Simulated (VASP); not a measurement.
A run of VASP 6.6.1:

File INCAR:

```
PREC = Accurate ; ENCUT = 520
EDIFF = 1E-6 ; ISMEAR = 0
SIGMA = 0.15 ; LREAL = False
LASPH = True ; NELM = 80
ALGO = Normal ; ISIF = 2
LWAVE = False ; LCHARG = False
GGA = PS ; NBANDS = 12
```

The input KPOINTS:

```
regular mesh
0
Gamma
  22 22 22
```

Contents of POSCAR:

```
V
1.0
   -1.5583900000      1.5583900000      1.5583900000
    1.5583900000     -1.5583900000      1.5583900000
    1.5583900000      1.5583900000     -1.5583900000
V
1
Direct
    0.0000000000      0.0000000000      0.0000000000
```

Potentials or basis: VASP PAW PBE potentials, release 64 (V_sv).

Launch:

```bash
$ cat potpaw_PBE.64/V_sv/POTCAR > POTCAR
$ mpirun -np 1 vasp_std > vasp.out
```

Hardware: 1 thread of AMD EPYC 7R43 64-Core Processor (Zen 3), with other jobs on the host.

Estimate the wall time of this run.

Wall time 37 s on 1 thread of AMD EPYC 7R43 64-Core Processor (Zen 3), on a shared host, peak memory 0.13 GiB. Counts: scf iterations 12, k points 328.
